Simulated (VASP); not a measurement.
# K (Im-3m) in VASP: notebook

The runs below take K through single point, with PBE.

Program: VASP 6.6.1. These are calculated values, not measurements. Logs are shortened: lines on timing, memory, paths and dates and some standing lists are left out, and cuts for length are marked.

## Step 1: The cell of the first run

It takes space group Im-3m (No. 229, cubic). The conventional cell has a = 5.466 Å, b = 5.466 Å, c = 5.466 Å, α = 90.00°, β = 90.00°, γ = 90.00°.

## Step 2: Single point, PBE (volume scaled by 1.04)

INCAR

```
PREC     = Accurate       # precision mode
ENCUT    = 520            # plane-wave cutoff, eV
EDIFF    = 1E-6           # SCF threshold, eV
ISMEAR   = -1             # smearing method
SIGMA    = 0.05           # smearing width, eV
LREAL    = F              # projectors in reciprocal space
LASPH    = T              # aspherical terms in the spheres
NELM     = 100            # most SCF steps
ALGO     = Normal         # electronic algorithm
ISIF     = 2              # what is computed and relaxed
LWAVE    = F              # write WAVECAR
LCHARG   = F              # write CHGCAR
GGA      = PE             # functional
NBANDS   = 10             # bands
```

KPOINTS

```
Automatic mesh
0
Gamma
  7 7 7
```

POSCAR

```
K
1.0
   -2.7330567785      2.7330567785      2.7330567785
    2.7330567785     -2.7330567785      2.7330567785
    2.7330567785      2.7330567785     -2.7330567785
K
1
Direct
    0.0000000000      0.0000000000      0.0000000000
```

Potentials or basis: VASP PAW PBE potentials, release 64 (K_sv).

The run is started by

```console
$ cat potpaw_PBE.64/K_sv/POTCAR > POTCAR
$ mpirun -np 1 vasp_std > vasp.out
```

OUTCAR:

```text
PREC = Accurate
   ENCUT = 520
   EDIFF = 1E-6
   ISMEAR = -1
   LREAL = F
   LASPH = T
   NELM = 100
   ISIF = 2
   GGA = PE

 ion  position               nearest neighbor table
   1  0.000  0.000  0.000-

  LATTYP: Found a body centered cubic cell.
 ALAT       =     5.4661135570

  Lattice vectors:

 A1 = (  -2.7330567785,   2.7330567785,   2.7330567785)
 A2 = (   2.7330567785,  -2.7330567785,   2.7330567785)
 A3 = (   2.7330567785,   2.7330567785,  -2.7330567785)

Analysis of symmetry for initial positions (statically):
=====================================================================
 Subroutine PRICEL returns:
 Original cell was already a primitive cell.

 Routine SETGRP: Setting up the symmetry group for a
 body centered cubic supercell.

 Subroutine GETGRP returns: Found 48 space group operations
 (whereof 48 operations were pure point group operations)
 out of a pool of 48 trial point group operations.

The static configuration has the point symmetry O_h .

Analysis of symmetry for dynamics (positions and initial velocities):
=====================================================================
 Subroutine PRICEL returns:
 Original cell was already a primitive cell.

 Routine SETGRP: Setting up the symmetry group for a
 body centered cubic supercell.

 Subroutine GETGRP returns: Found 48 space group operations
 (whereof 48 operations were pure point group operations)
 out of a pool of 48 trial point group operations.

The dynamic configuration has the point symmetry O_h .

 Subroutine INISYM returns: Found 48 space group operations
 (whereof 48 operations are pure point group operations),
 and found     1 'primitive' translations

----------------------------------------------------------------------------------------

                                     Primitive cell

  volume of cell :      81.6594

  direct lattice vectors                    reciprocal lattice vectors
    -2.733056778  2.733056778  2.733056778     0.000000000  0.182945339  0.182945339
     2.733056778 -2.733056778  2.733056778     0.182945339  0.000000000  0.182945339
     2.733056778  2.733056778 -2.733056778     0.182945339  0.182945339  0.000000000

  length of vectors
     4.733793200  4.733793200  4.733793200     0.258723780  0.258723780  0.258723780

  position of ions in fractional coordinates (direct lattice)
     0.000000000  0.000000000  0.000000000

  ion indices of the primitive-cell ions
   primitive index   ion index
                 1           1

----------------------------------------------------------------------------------------

 KPOINTS: Automatic mesh

Automatic generation of k-mesh.
 Grid dimensions read from file:
 generate k-points for:    7    7    7

 Generating k-lattice:

  Cartesian coordinates                     Fractional coordinates (reciprocal lattice)
     0.000000000  0.026135048  0.026135048     0.142857143  0.000000000  0.000000000
     0.026135048  0.000000000  0.026135048     0.000000000  0.142857143  0.000000000
     0.026135048  0.026135048  0.000000000     0.000000000  0.000000000  0.142857143

  Length of vectors
     0.036960540  0.036960540  0.036960540

  Shift w.r.t. Gamma in fractional coordinates (k-lattice)
     0.000000000  0.000000000  0.000000000

 Subroutine IBZKPT returns following result:
 ===========================================

 Found     20 irreducible k-points:

 Following reciprocal coordinates:
            Coordinates               Weight
  0.000000  0.000000  0.000000      1.000000
  0.142857  0.000000  0.000000     12.000000
  0.285714  0.000000  0.000000     12.000000
  0.428571  0.000000  0.000000     12.000000
  0.142857  0.142857  0.000000     24.000000
  0.285714  0.142857  0.000000     48.000000
[... 12 lines left out ...]
 -0.428571 -0.428571  0.285714      8.000000
 -0.428571  0.428571  0.428571      6.000000
   k-points           NKPTS =     20   k-points in BZ     NKDIM =     20   number of bands    NBANDS=     10
   number of dos      NEDOS =    301   number of ions     NIONS =      1
   total plane-waves  NPLWV =  46656
   dimension x,y,z NGX =    36 NGY =   36 NGZ =   36
   dimension x,y,z NGXF=    72 NGYF=   72 NGZF=   72
   ions per type =               1
   NGX,Y,Z   is equivalent  to a cutoff of  12.64, 12.64, 12.64 a.u.
   NGXF,Y,Z  is equivalent  to a cutoff of  25.29, 25.29, 25.29 a.u.
 SYSTEM =  unknown system
   PREC   = accura    normal or accurate (medium, high low for compatibility)
   ISTART =      0    job   : 0-new  1-cont  2-samecut
   ICHARG =      2    charge: 1-file 2-atom 10-const
   ISPIN  =      1    spin polarized calculation?
   LNONCOLLINEAR =      F non collinear calculations
   LSORBIT =      F    spin-orbit coupling
   LASPH  =      T    aspherical Exc in radial PAW
   ENCUT  =  520.0 eV  38.22 Ry    6.18 a.u.   8.80  8.80  8.80*2*pi/ulx,y,z
   NELM   =    100;   NELMIN=  2; NELMDL= -5     # of ELM steps
   EDIFF  = 0.1E-05   stopping-criterion for ELM
   LREAL  =      F    real-space projection
   EDIFFG = 0.1E-04   stopping-criterion for IOM
   NSW    =      0    number of steps for IOM
   IBRION =     -1    ionic relax: 0-MD 1-quasi-New 2-CG
   NFREE  =      0    steps in history (QN), initial steepest desc. (CG)
   ISIF   =      2    stress and relaxation
   ISYM   =      2    0-nonsym 1-usesym 2-fastsym
   POTIM  = 0.5000    time-step for ionic-motion
   TEBEG  =    0.0;   TEEND  =   0.0 temperature during run
   PSTRESS=    0.0 pullay stress
   NELECT =       9.0000    total number of electrons
   NUPDOWN=      -1.0000    fix difference up-down
   EMIN   =  10.00;   EMAX   =-10.00  energy-range for DOS
   EFERMI =   0.00;   METHOD = LEGACY
   ISMEAR =    -1;   SIGMA  =   0.05  broadening in eV -4-tet -1-fermi 0-gaus
   EFERMI_NEDOS =   21; number of points for ismear=-14 and -15
   IALGO  =     38    algorithm
   IMIX   =      4    mixing-type and parameters
     AMIX     =   0.40;   BMIX     =  1.00
     AMIX_MAG =   1.60;   BMIX_MAG =  1.00
  volume/ion in A,a.u.               =      81.66       551.06
  Fermi-wavevector in a.u.,A,eV,Ry     =   0.784911  1.483266  8.382347  0.616085
  Thomas-Fermi vector in A             =   1.889140
   LORBIT       =      0    0 simple, 1 ext, 2 COOP (PROOUT), +10 PAW based schemes
   GGA     = PE    functional components
   LHFCALC =     F    Hartree Fock is set to
   AEXX    =    0.0000 exact exchange contribution
   IVDW    =     0    specifies the selected vdW correction
   LEPSILON=     F    determine dielectric tensor
   LRPA    =     F    only Hartree local field effects (RPA)
 non-spin polarized calculation
  energy-cutoff  :      520.00
  volume of cell :       81.66
 maximum number of plane-waves:      2214
   NGX = 17   NGY = 17   NGZ = 17

 number of electron       8.9999999 magnetization

 Free energy of the ion-electron system (eV)
  ---------------------------------------------------
  ext. energy  EPLUGINS =         0.00000000
  ---------------------------------------------------
  free energy    TOTEN  =        -1.04422851 eV

  energy without entropy =       -1.03693639  energy(sigma->0) =       -1.04058245

 E-fermi :  -0.3409     XC(G=0):  -5.4060

 val. band max:       -0.4064490433   @ k =  -0.2857   0.4286   0.1429
 cond. band min:      -0.2150147555   @ k =  -0.4286   0.4286   0.1429
 fundamental gap:      0.1914342878
 Fermi energy:        -0.3409076090

 k-point     1 :       0.0000    0.0000    0.0000
  band No.  band energies     occupation
      1     -32.5376      2.00000
      2     -15.9928      2.00000
      3     -15.9928      2.00000
      4     -15.9928      2.00000
      5      -2.3477      2.00000
      6       3.8498      0.00000
      7       3.8498      0.00000
      8       3.8498      0.00000
      9       4.6975      0.00000
     10       4.6975      0.00000

 k-point     2 :       0.1429    0.0000    0.0000
  band No.  band energies     occupation
      1     -32.5372      2.00000
      2     -16.0016      2.00000
      3     -15.9958      2.00000
      4     -15.9928      2.00000
      5      -2.1157      2.00000
      6       3.4027      0.00000
      7       3.5702      0.00000
      8       4.0239      0.00000
      9       4.4672      0.00000
     10       4.6436      0.00000

 k-point     3 :       0.2857    0.0000    0.0000
  band No.  band energies     occupation
      1     -32.5361      2.00000
      2     -16.0211      2.00000
      3     -16.0026      2.00000
      4     -15.9927      2.00000
      5      -1.4453      2.00000
      6       2.1944      0.00000
      7       3.1076      0.00000
      8       4.5283      0.00000
      9       4.5304      0.00000
     10       4.6632      0.00000

 k-point     4 :       0.4286    0.0000    0.0000
  band No.  band energies     occupation
      1     -32.5353      2.00000
      2     -16.0366      2.00000
      3     -16.0080      2.00000
      4     -15.9927      2.00000
      5      -0.4156      1.63354
      6       0.8670      0.00000
      7       2.8232      0.00000
      8       4.3569      0.00000
      9       4.9546      0.00000
     10       5.3106      0.00000
[... 170 lines left out ...]
 k-point    18 :      -0.4286    0.4286    0.2857
  band No.  band energies     occupation
      1     -32.5341      2.00000
      2     -16.0297      2.00000
      3     -16.0189      2.00000
      4     -16.0138      2.00000
      5       0.3288      0.00000
      6       1.3989      0.00000
      7       2.6854      0.00000
      8       2.8641      0.00000
      9       3.8538      0.00000
     10       5.4330      0.00000

 k-point    19 :      -0.4286   -0.4286    0.2857
  band No.  band energies     occupation
      1     -32.5337      2.00000
      2     -16.0271      2.00000
      3     -16.0271      2.00000
      4     -16.0154      2.00000
      5       1.1056      0.00000
      6       1.1056      0.00000
      7       1.9810      0.00000
      8       3.4691      0.00000
      9       3.4691      0.00000
     10       5.1427      0.00000

 k-point    20 :      -0.4286    0.4286    0.4286
  band No.  band energies     occupation
      1     -32.5334      2.00000
      2     -16.0263      2.00000
      3     -16.0249      2.00000
      4     -16.0249      2.00000
      5       1.0291      0.00000
      6       1.4736      0.00000
      7       2.8727      0.00000
      8       2.8727      0.00000
      9       2.9007      0.00000
     10       5.0838      0.00000

------------------------ aborting loop because EDIFF is reached ----------------------------------------

  FORCE on cell =-STRESS in cart. coord.  units (eV):
  Direction    XX          YY          ZZ          XY          YZ          ZX
  --------------------------------------------------------------------------------------
  -------------------------------------------------------------------------------------
  Total       -0.1592845     -0.1592845     -0.1592845     -0.0000000     -0.0000000      0.0000000
  in kB       -3.1252016     -3.1252016     -3.1252016     -0.0000000     -0.0000000      0.0000000
  external PRESSURE =      -3.1252016 kB  Pullay stress =       0.0000000 kB

 VOLUME and BASIS-vectors are now :
 -----------------------------------------------------------------------------
  energy-cutoff  :      520.00
  volume of cell :       81.66
      direct lattice vectors                 reciprocal lattice vectors
    -2.733056778  2.733056778  2.733056778     0.000000000  0.182945339  0.182945339
     2.733056778 -2.733056778  2.733056778     0.182945339  0.000000000  0.182945339
     2.733056778  2.733056778 -2.733056778     0.182945339  0.182945339  0.000000000

 POSITION                                       TOTAL-FORCE (eV/Angst)
 -----------------------------------------------------------------------------------
      0.00000      0.00000      0.00000         0.000000      0.000000      0.000000
 -----------------------------------------------------------------------------------
    total drift:                               -0.000000      0.000000      0.000000

  FREE ENERGIE OF THE ION-ELECTRON SYSTEM (eV)
  ---------------------------------------------------
  free  energy   TOTEN  =        -1.0442285126 eV

  energy  without entropy=       -1.0369363899  energy(sigma->0) =       -1.04058245
```

Run time: 10 s. Hardware: 1 thread of Intel Xeon Platinum 8259CL at 2.50GHz (Skylake/Cascade Lake), shared host; peak memory 0.19 GiB.

Results:

* Free energy: -1.0442 eV
* Pressure: -0.3 GPa

## Step 3: Single point, PBE (volume scaled by 1.06)

INCAR

```
SYSTEM = K
PREC     = Accurate       ! precision mode
ENCUT    = 520            ! plane-wave cutoff, eV
EDIFF    = 1E-6           ! SCF threshold, eV
ISMEAR   = -1             ! smearing method
SIGMA    = 0.05           ! smearing width, eV
LREAL    = .False.        ! projectors in reciprocal space
LASPH    = .True.         ! aspherical terms in the spheres
NELM     = 100            ! most SCF steps
ALGO     = Fast           ! electronic algorithm
ISIF     = 2              ! what is computed and relaxed
LWAVE    = .False.        ! write WAVECAR
LCHARG   = .False.        ! write CHGCAR
GGA      = PE             ! functional
NBANDS   = 10             ! bands
```

KPOINTS

```
Automatic mesh
0
Gamma
  7 7 7
  0 0 0
```

POSCAR

```
K
1.0
   -2.7504652529      2.7504652529      2.7504652529
    2.7504652529     -2.7504652529      2.7504652529
    2.7504652529      2.7504652529     -2.7504652529
K
1
Direct
    0.0000000000      0.0000000000      0.0000000000
```

Potentials or basis: VASP PAW PBE potentials, release 64 (K_sv).

The run is started by

```console
$ cat potpaw_PBE.64/K_sv/POTCAR > POTCAR
$ mpirun -np 1 vasp_std > vasp.out
```

It took 15 s on 1 thread of Intel Xeon Platinum 8259CL at 2.50GHz (Skylake/Cascade Lake), shared host; peak memory 0.2 GiB.

The run converged. Its results:

| Property | Result |
| --- | --- |
| Free energy | -1.0411 eV |
| Pressure | -0.4 GPa |

Levels at points of the mesh, in eV from the Fermi level:
```
           k point  band 1  band 2  band 3  band 4  band 5  band 6  band 7  band 8  band 9  band 10
(0.00, 0.00, 0.00)  -32.21  -15.67  -15.67  -15.67   -1.98    4.17    4.17    4.17    5.01     5.01
```
